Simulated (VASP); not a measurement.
A run of VASP 6.6.1 is set up as follows.

File INCAR:

```
PREC = Accurate
ENCUT = 520
EDIFF = 1E-7
ISMEAR = 0
SIGMA = 0.05
LREAL = F
LASPH = T
NELM = 100
ALGO = Normal
ISIF = 2
LWAVE = F
LCHARG = F
GGA = PE
NBANDS = 20
```

Contents of KPOINTS:

```
Automatic mesh
0
Gamma
  12 12 4
```

The input POSCAR:

```
SnSe2
1.0
    3.6975182104      0.0000000000      0.0000000000
   -1.8487591052      3.2021447011      0.0000000000
    0.0000000000      0.0000000000      6.9880221146
Sn Se
1 2
Direct
    0.0000000000      0.0000000000      0.0000000000
    0.3333333333      0.6666666667      0.2281493097
    0.6666666667      0.3333333333      0.7718506903
```

Potentials or basis: VASP PAW PBE potentials, release 64 (Sn_d, Se).

Run with:

```console
$ cat potpaw_PBE.64/Sn_d/POTCAR potpaw_PBE.64/Se/POTCAR > POTCAR
$ mpirun -np 1 vasp_std > vasp.out
```

(1) What does it give for the largest force?

(2) Predict the band gap on the k mesh.

## Answers

(1) 0.622 eV/Å.

(2) 0.61 eV (least direct gap 1.13 eV).

Caveat: the cell differs from its parent crystal (strain -0.0450 x Voigt [1, 1, 0, 0, 0, 0]); semilocal functionals underestimate gaps, and a narrow one can read as zero; spin-orbit coupling is left out, which moves the levels of the heavy elements.
